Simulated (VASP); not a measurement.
# Co (Fd-3m) in VASP: notebook

The runs below take Co through single point, relaxation of cell and atoms, with LDA.

Program: VASP 6.6.1. These are calculated values, not measurements. Logs are shortened: lines on timing, memory, paths and dates and some standing lists are left out, and cuts for length are marked.

### Step 1. The cell of the first run

The structure is cubic, space group Fd-3m (No. 227). The conventional cell has a = 4.794 Å, b = 4.794 Å, c = 4.794 Å, α = 90.00°, β = 90.00°, γ = 90.00°. Co (site symmetry -43m) has 4 Co at 2.08 Å within 2.7 Å.

### Step 2. Single point, LDA

INCAR

```
PREC     = Accurate       # precision mode
ENCUT    = 520            # plane-wave cutoff, eV
EDIFF    = 1E-6           # SCF threshold, eV
ISMEAR   = -1             # smearing method
SIGMA    = 0.1            # smearing width, eV
LREAL    = False          # projectors in reciprocal space
LASPH    = True           # aspherical terms in the spheres
NELM     = 60             # most SCF steps
ALGO     = Normal         # electronic algorithm
ISIF     = 2              # what is computed and relaxed
LWAVE    = False          # write WAVECAR
LCHARG   = False          # write CHGCAR
NBANDS   = 16             # bands
```

KPOINTS

```
regular mesh
0
Gamma
  13 13 13
```

POSCAR

```
Co
1.0
    0.0000000000      2.3969338415      2.3969338415
    2.3969338415      0.0000000000      2.3969338415
    2.3969338415      2.3969338415      0.0000000000
Co
2
Direct
    0.1250000000      0.1250000000      0.1250000000
    0.8750000000      0.8750000000      0.8750000000
```

Potentials or basis: VASP PAW LDA potentials, release 64 (Co).

The run is started by

```sh
cat potpaw_LDA.64/Co/POTCAR > POTCAR
mpirun -np 1 vasp_std > vasp.out
```

OUTCAR:

```text
PREC = Accurate
   ENCUT = 520
   EDIFF = 1E-6
   ISMEAR = -1
   LREAL = False
   LASPH = True
   NELM = 60
   ISIF = 2

 ion  position               nearest neighbor table
   1  0.125  0.125  0.125-   2 2.08   2 2.08   2 2.08   2 2.08
   2  0.875  0.875  0.875-   1 2.08   1 2.08   1 2.08   1 2.08

  LATTYP: Found a face centered cubic cell.
 ALAT       =     4.7938676830

  Lattice vectors:

 A1 = (   0.0000000000,   2.3969338415,   2.3969338415)
 A2 = (   2.3969338415,   0.0000000000,   2.3969338415)
 A3 = (   2.3969338415,   2.3969338415,   0.0000000000)

Analysis of symmetry for initial positions (statically):
=====================================================================
 Subroutine PRICEL returns:
 Original cell was already a primitive cell.

 Routine SETGRP: Setting up the symmetry group for a
 face centered cubic supercell.

 Subroutine GETGRP returns: Found 48 space group operations
 (whereof 12 operations were pure point group operations)
 out of a pool of 48 trial point group operations.

The static configuration has the point symmetry D_3d.
 The point group associated with its full space group is O_h .

Analysis of symmetry for dynamics (positions and initial velocities):
=====================================================================
 Subroutine PRICEL returns:
 Original cell was already a primitive cell.

 Routine SETGRP: Setting up the symmetry group for a
 face centered cubic supercell.

 Subroutine GETGRP returns: Found 48 space group operations
 (whereof 12 operations were pure point group operations)
 out of a pool of 48 trial point group operations.

The dynamic configuration has the point symmetry D_3d.
 The point group associated with its full space group is O_h .

 Subroutine INISYM returns: Found 48 space group operations
 (whereof 12 operations are pure point group operations),
 and found     1 'primitive' translations

----------------------------------------------------------------------------------------

                                     Primitive cell

  volume of cell :      27.5422

  direct lattice vectors                    reciprocal lattice vectors
     0.000000000  2.396933842  2.396933842    -0.208599833  0.208599833  0.208599833
     2.396933842  0.000000000  2.396933842     0.208599833 -0.208599833  0.208599833
     2.396933842  2.396933842  0.000000000     0.208599833  0.208599833 -0.208599833

  length of vectors
     3.389776347  3.389776347  3.389776347     0.361305510  0.361305510  0.361305510

  position of ions in fractional coordinates (direct lattice)
     0.125000000  0.125000000  0.125000000
     0.875000000  0.875000000  0.875000000

  ion indices of the primitive-cell ions
   primitive index   ion index
                 1           1
                 2           2

----------------------------------------------------------------------------------------

 KPOINTS: regular mesh

Automatic generation of k-mesh.
 Grid dimensions read from file:
 generate k-points for:   13   13   13

 Generating k-lattice:

  Cartesian coordinates                     Fractional coordinates (reciprocal lattice)
    -0.016046141  0.016046141  0.016046141     0.076923077  0.000000000  0.000000000
     0.016046141 -0.016046141  0.016046141     0.000000000  0.076923077  0.000000000
     0.016046141  0.016046141 -0.016046141     0.000000000  0.000000000  0.076923077

  Length of vectors
     0.027792732  0.027792732  0.027792732

  Shift w.r.t. Gamma in fractional coordinates (k-lattice)
     0.000000000  0.000000000  0.000000000

 Subroutine IBZKPT returns following result:
 ===========================================

 Found     84 irreducible k-points:

 Following reciprocal coordinates:
            Coordinates               Weight
  0.000000  0.000000  0.000000      1.000000
  0.076923  0.000000  0.000000      8.000000
  0.153846  0.000000  0.000000      8.000000
  0.230769  0.000000  0.000000      8.000000
  0.307692  0.000000  0.000000      8.000000
  0.384615  0.000000  0.000000      8.000000
[... 16 lines left out ...]
  0.384615  0.153846  0.000000     24.000000
  0.461538  0.153846  0.000000     24.000000
 [... further k-points ...]
   k-points           NKPTS =     84   k-points in BZ     NKDIM =     84   number of bands    NBANDS=     16
   number of dos      NEDOS =    301   number of ions     NIONS =      2
   total plane-waves  NPLWV =  21952
   dimension x,y,z NGX =    28 NGY =   28 NGZ =   28
   dimension x,y,z NGXF=    56 NGYF=   56 NGZF=   56
   ions per type =               2
   NGX,Y,Z   is equivalent  to a cutoff of  13.73, 13.73, 13.73 a.u.
   NGXF,Y,Z  is equivalent  to a cutoff of  27.46, 27.46, 27.46 a.u.
 SYSTEM =  unknown system
   PREC   = accura    normal or accurate (medium, high low for compatibility)
   ISTART =      0    job   : 0-new  1-cont  2-samecut
   ICHARG =      2    charge: 1-file 2-atom 10-const
   ISPIN  =      1    spin polarized calculation?
   LNONCOLLINEAR =      F non collinear calculations
   LSORBIT =      F    spin-orbit coupling
   LASPH  =      T    aspherical Exc in radial PAW
   ENCUT  =  520.0 eV  38.22 Ry    6.18 a.u.   6.30  6.30  6.30*2*pi/ulx,y,z
   NELM   =     60;   NELMIN=  2; NELMDL= -5     # of ELM steps
   EDIFF  = 0.1E-05   stopping-criterion for ELM
   LREAL  =      F    real-space projection
   EDIFFG = 0.1E-04   stopping-criterion for IOM
   NSW    =      0    number of steps for IOM
   IBRION =     -1    ionic relax: 0-MD 1-quasi-New 2-CG
   NFREE  =      0    steps in history (QN), initial steepest desc. (CG)
   ISIF   =      2    stress and relaxation
   ISYM   =      2    0-nonsym 1-usesym 2-fastsym
   POTIM  = 0.5000    time-step for ionic-motion
   TEBEG  =    0.0;   TEEND  =   0.0 temperature during run
   PSTRESS=    0.0 pullay stress
   NELECT =      18.0000    total number of electrons
   NUPDOWN=      -1.0000    fix difference up-down
   EMIN   =  10.00;   EMAX   =-10.00  energy-range for DOS
   EFERMI =   0.00;   METHOD = LEGACY
   ISMEAR =    -1;   SIGMA  =   0.10  broadening in eV -4-tet -1-fermi 0-gaus
   EFERMI_NEDOS =   21; number of points for ismear=-14 and -15
   IALGO  =     38    algorithm
   IMIX   =      4    mixing-type and parameters
     AMIX     =   0.40;   BMIX     =  1.00
     AMIX_MAG =   1.60;   BMIX_MAG =  1.00
  volume/ion in A,a.u.               =      13.77        92.93
  Fermi-wavevector in a.u.,A,eV,Ry     =   1.420691  2.684717 27.461494  2.018363
  Thomas-Fermi vector in A             =   2.541580
   LORBIT       =      0    0 simple, 1 ext, 2 COOP (PROOUT), +10 PAW based schemes
   GGA     = CA    functional components
   LHFCALC =     F    Hartree Fock is set to
   AEXX    =    0.0000 exact exchange contribution
   IVDW    =     0    specifies the selected vdW correction
   LEPSILON=     F    determine dielectric tensor
   LRPA    =     F    only Hartree local field effects (RPA)
 non-spin polarized calculation
  energy-cutoff  :      520.00
  volume of cell :       27.54
 maximum number of plane-waves:       751
 NGX is ok and might be reduce to    28
   NGX = 13   NGY = 13   NGZ = 13

 number of electron      18.0000008 magnetization

 Free energy of the ion-electron system (eV)
  ---------------------------------------------------
  ext. energy  EPLUGINS =         0.00000000
  ---------------------------------------------------
  free energy    TOTEN  =       -13.63131155 eV

  energy without entropy =      -13.50307180  energy(sigma->0) =      -13.56719167

 E-fermi :   6.9356     XC(G=0): -12.0825

 val. band max:        6.9262465855   @ k =   0.4615   0.3077   0.0000
 cond. band min:       6.9488918519   @ k =   0.4615   0.3846   0.0769
 fundamental gap:      0.0226452663
 Fermi energy:         6.9356343971

 k-point     1 :       0.0000    0.0000    0.0000
  band No.  band energies     occupation
      1      -0.3345      2.00000
      2       3.5750      2.00000
      3       3.5750      2.00000
      4       3.7913      2.00000
      5       3.7913      2.00000
      6       3.7913      2.00000
[... 8 lines left out ...]
     15      21.2229      0.00000
     16      21.2229      0.00000

 k-point     2 :       0.0769    0.0000    0.0000
  band No.  band energies     occupation
      1      -0.2103      2.00000
      2       3.4967      2.00000
      3       3.4967      2.00000
      4       3.7978      2.00000
      5       3.9001      2.00000
      6       3.9001      2.00000
[... 8 lines left out ...]
     15      22.0044      0.00000
     16      22.2553      0.00000

 k-point     3 :       0.1538    0.0000    0.0000
  band No.  band energies     occupation
      1       0.1550      2.00000
      2       3.4095      2.00000
      3       3.4095      2.00000
      4       3.8234      2.00000
      5       4.0595      2.00000
      6       4.0595      2.00000
[... 8 lines left out ...]
     15      21.4953      0.00000
     16      23.3474      0.00000

 k-point     4 :       0.2308    0.0000    0.0000
  band No.  band energies     occupation
      1       0.7363      2.00000
      2       3.3795      2.00000
      3       3.3795      2.00000
      4       3.8805      2.00000
      5       4.1535      2.00000
      6       4.1535      2.00000
[... 8 lines left out ...]
     15      20.9148      0.00000
     16      22.8545      0.00000

 k-point     5 :       0.3077    0.0000    0.0000
  band No.  band energies     occupation
      1       1.4784      2.00000
      2       3.4153      2.00000
      3       3.4153      2.00000
      4       3.9578      2.00000
      5       4.1324      2.00000
      6       4.1324      2.00000
[... 8 lines left out ...]
     15      20.4403      0.00000
     16      22.1036      0.00000

 k-point     6 :       0.3846    0.0000    0.0000
  band No.  band energies     occupation
      1       2.2712      2.00000
      2       3.5129      2.00000
      3       3.5129      2.00000
      4       3.9293      2.00000
      5       4.0111      2.00000
      6       4.0111      2.00000
[... 8 lines left out ...]
     15      20.1165      0.00000
     16      21.5783      0.00000

 k-point     7 :       0.4615    0.0000    0.0000
  band No.  band energies     occupation
      1       2.9252      2.00000
      2       3.6583      2.00000
      3       3.6583      2.00000
      4       3.6799      2.00000
      5       3.8415      2.00000
      6       3.8415      2.00000
[... 8 lines left out ...]
     15      19.9543      0.00000
     16      21.3123      0.00000

 k-point     8 :       0.0769    0.0769    0.0000
  band No.  band energies     occupation
      1      -0.1687      2.00000
      2       3.3777      2.00000
      3       3.6303      2.00000
      4       3.8033      2.00000
      5       3.8033      2.00000
      6       4.0011      2.00000
[... 8 lines left out ...]
     15      20.6639      0.00000
     16      22.7829      0.00000

 k-point     9 :       0.1538    0.0769    0.0000
  band No.  band energies     occupation
      1       0.1168      2.00000
      2       3.2643      2.00000
      3       3.6004      2.00000
      4       3.8196      2.00000
      5       3.9161      2.00000
      6       4.1571      2.00000
[... 8 lines left out ...]
     15      21.2024      0.00000
     16      21.5678      0.00000
[... 172 lines left out ...]
 k-point    19 :      -0.0769    0.0769    0.0000
  band No.  band energies     occupation
      1      -0.0055      2.00000
      2       3.3546      2.00000
      3       3.5290      2.00000
      4       3.8116      2.00000
      5       3.9283      2.00000
      6       4.0716      2.00000
[... 8 lines left out ...]
     15      21.5397      0.00000
     16      22.0982      0.00000

 k-point    20 :       0.1538    0.1538    0.0000
  band No.  band energies     occupation
      1       0.3208      2.00000
      2       3.1264      2.00000
      3       3.7928      2.00000
      4       3.8302      2.00000
      5       3.8302      2.00000
      6       4.2932      2.00000
[... 8 lines left out ...]
     15      19.8191      0.00000
     16      20.2856      0.00000

 k-point    21 :       0.2308    0.1538    0.0000
  band No.  band energies     occupation
      1       0.7531      2.00000
      2       3.0359      2.00000
      3       3.7729      2.00000
      4       3.8471      2.00000
      5       3.9653      2.00000
      6       4.4368      2.00000
[... 8 lines left out ...]
     15      19.3605      0.00000
     16      20.2571      0.00000

 k-point    22 :       0.3077    0.1538    0.0000
  band No.  band energies     occupation
      1       1.3741      2.00000
      2       3.0073      2.00000
      3       3.7822      2.00000
      4       3.8707      2.00000
      5       4.0270      2.00000
      6       4.5083      2.00000
[... 8 lines left out ...]
     15      19.0020      0.00000
     16      21.5529      0.00000

 k-point    23 :       0.3846    0.1538    0.0000
  band No.  band energies     occupation
      1       2.0963      2.00000
      2       3.0343      2.00000
      3       3.8173      2.00000
      4       3.8817      2.00000
      5       4.0029      2.00000
      6       4.4566      2.00000
[... 8 lines left out ...]
     15      18.8241      0.00000
     16      23.0608      0.00000

 k-point    24 :       0.4615    0.1538    0.0000
  band No.  band energies     occupation
      1       2.7586      2.00000
      2       3.0863      2.00000
      3       3.7528      2.00000
      4       3.8246      2.00000
      5       4.0442      2.00000
      6       4.3890      2.00000
[... 8 lines left out ...]
     15      18.7920      0.00000
     16      23.7677      0.00000

 [... further k-points ...]
[... 5 lines left out ...]
  --------------------------------------------------------------------------------------
  -------------------------------------------------------------------------------------
  Total       -0.3032065     -0.3032065     -0.3032065      0.0000000      0.0000000      0.0000000
  in kB      -17.6380648    -17.6380648    -17.6380648      0.0000000      0.0000000      0.0000000
  external PRESSURE =     -17.6380648 kB  Pullay stress =       0.0000000 kB

 VOLUME and BASIS-vectors are now :
 -----------------------------------------------------------------------------
  energy-cutoff  :      520.00
  volume of cell :       27.54
      direct lattice vectors                 reciprocal lattice vectors
     0.000000000  2.396933842  2.396933842    -0.208599833  0.208599833  0.208599833
     2.396933842  0.000000000  2.396933842     0.208599833 -0.208599833  0.208599833
     2.396933842  2.396933842  0.000000000     0.208599833  0.208599833 -0.208599833

 POSITION                                       TOTAL-FORCE (eV/Angst)
 -----------------------------------------------------------------------------------
      0.59923      0.59923      0.59923         0.000000     -0.000000      0.000000
      4.19463      4.19463      4.19463        -0.000000      0.000000     -0.000000
 -----------------------------------------------------------------------------------
    total drift:                                0.000000      0.000000     -0.000000

  FREE ENERGIE OF THE ION-ELECTRON SYSTEM (eV)
  ---------------------------------------------------
  free  energy   TOTEN  =       -13.6313115532 eV

  energy  without entropy=      -13.5030717959  energy(sigma->0) =      -13.56719167
```

Run time: 37 s. Hardware: 1 thread of AMD EPYC 7R43 (Zen 3), shared host; peak memory 0.12 GiB.

Results:

```yaml
Free_energy: -13.6313 eV
Pressure: -1.8 GPa
Band_gap_on_the_k_mesh: zero (band 9 reaches 7.43 eV, above the bottom of band 10 at 6.51 eV)
```

Caveat: the run has no spin polarisation, though such a crystal can be magnetic.

(Part 1 of 2 ends here.)
